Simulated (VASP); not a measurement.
Input of a VASP 6.6.1 run:

Contents of INCAR:

```
ALGO     = Normal         # electronic algorithm
EDIFF    = 1E-6           # SCF threshold, eV
ENCUT    = 600            # plane-wave cutoff, eV
GGA      = PE             # functional
GGA_COMPAT= F            
ISIF     = 2              # what is computed and relaxed
ISMEAR   = 0              # smearing method
LASPH    = T              # aspherical terms in the spheres
LCHARG   = F              # write CHGCAR
LMAXMIX  = 4              # l up to which the mixer works
LORBIT   = 11             # projections on sites
LORBMOM  = T            
LREAL    = F              # projectors in reciprocal space
LSORBIT  = T              # spin-orbit coupling
LWAVE    = F              # write WAVECAR
MAGMOM   = 0 0 0          # initial moments
NBANDS   = 22             # bands
NELM     = 200            # most SCF steps
PREC     = Accurate       # precision mode
SIGMA    = 0.05           # smearing width, eV
```

KPOINTS

```
k-points
0
Gamma
  20 20 20
```

POSCAR

```
Cu
1.0
    0.0000000000      1.8154809671      1.8154809671
    1.8154809671      0.0000000000      1.8154809671
    1.8154809671      1.8154809671      0.0000000000
Cu
1
Direct
    0.0000000000      0.0000000000      0.0000000000
```

Potentials or basis: VASP PAW PBE potentials, release 64 (Cu).

Run with:

```sh
$ cat potpaw_PBE.64/Cu/POTCAR > POTCAR
$ mpirun -np 1 vasp_ncl > vasp.out
```

Task: Predict the pressure.

Result: 0.6 GPa.

Task: What does it give for the net moment?

Result: 0.00 μB per cell.

Moments on the atoms (μB; x, y, z):
```
Cu  0.00 0.00 0.00
```
